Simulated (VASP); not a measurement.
Nb:

```
Nb
1.0
    -1.65113    1.65113    1.65113
     1.65113   -1.65113    1.65113
     1.65113    1.65113   -1.65113
Nb
1
Direct
  0.00000 0.00000 0.00000
```

Base run:

* Program: VASP 6.6.1
* Functional: r2SCAN
* Potentials or basis: VASP PAW PBE potentials, release 64 (Nb_sv)
* Cutoff: 520 eV
* k mesh: 13 × 13 × 13
* Occupations: gaussian, width 0.3 eV
* Spin: no spin polarisation

Its results: band gap on the k mesh zero (an odd number of electrons rules out a gap without spin polarisation); pressure 0.0 GPa.

Q: The run is repeated on the same cell with these changes: occupations from gaussian, width 0.3 eV to fermi-dirac, width 1 eV. What comes out?

A: Band gap on the k mesh zero (an odd number of electrons rules out a gap without spin polarisation); pressure 15.9 GPa.

Caveats: so wide a smearing shifts energies and pressures; the PAW data sets were made with another functional, which shifts forces and pressure a little; the cell stands under pressure (at least some runs).
